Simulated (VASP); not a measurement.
Here is a VASP 6.6.1 calculation.

The input POSCAR:

```
GdO
1.0
    0.0000000000      2.7000000000      2.7000000000
    2.7000000000      0.0000000000      2.7000000000
    2.7000000000      2.7000000000      0.0000000000
Gd O
1 1
Direct
    0.0000000000      0.0000000000      0.0000000000
    0.7500000000      0.7500000000      0.7500000000
```

INCAR.step1

```
PREC = Accurate ; ENCUT = 520
EDIFF = 1E-5 ; ISMEAR = -1
SIGMA = 0.05 ; LREAL = F
LASPH = T ; NELM = 150
ALGO = Normal ; ISIF = 2
LWAVE = T ; ISPIN = 2
MAGMOM = 7 0 ; LORBIT = 11
LMAXMIX = 6 ; NBANDS = 23
GGA = PE ; KPAR = 4
```

Contents of INCAR.step2:

```
PREC = Accurate ; ENCUT = 520
EDIFF = 1E-6 ; ISMEAR = -1
SIGMA = 0.05 ; LREAL = F
LASPH = T ; NELM = 150
ALGO = Normal ; ISIF = 2
LWAVE = F ; LCHARG = T
ISPIN = 2 ; MAGMOM = 7 0
LORBIT = 11 ; LMAXMIX = 6
GGA = PE ; LHFCALC = T
AEXX = 0.25 ; HFSCREEN = 0.3
PRECFOCK = Normal ; LVHAR = T
NBANDS = 23 ; ISTART = 1
KPAR = 4
```

The input KPOINTS:

```
regular mesh
0
Gamma
  5 5 5
```

Potentials or basis: VASP PAW PBE potentials, release 64 (Gd, O).

The run is started by

```console
$ cat potpaw_PBE.64/Gd/POTCAR potpaw_PBE.64/O/POTCAR > POTCAR
$ cp INCAR.step1 INCAR
$ mpirun -np 4 vasp_std > vasp.out
$ cp INCAR.step2 INCAR
$ mpirun -np 4 vasp_std > vasp.out
```

**Question.** Estimate the pressure.

**Answer.** -2.1 GPa.

**Question.** Estimate the site moments.

**Answer.** Gd +7.07; O +0.03 μB.

**Question.** Estimate the band gap on the k mesh.

**Answer.** Zero (filled and empty bands overlap).

**Question.** Estimate the net moment.

**Answer.** 7.99 μB per cell.

Caveat: the k points lie up to 0.40 Å⁻¹ apart, too coarse for converged energies and pressures of a metal; the PAW data sets were made with another functional, which shifts forces and pressure a little; spin-orbit coupling is left out, which moves the levels of the heavy elements; a cell with one magnetic atom can't hold antiferromagnetic order, which such compounds often take. The state reached can hang on the start; a lower one may exist.
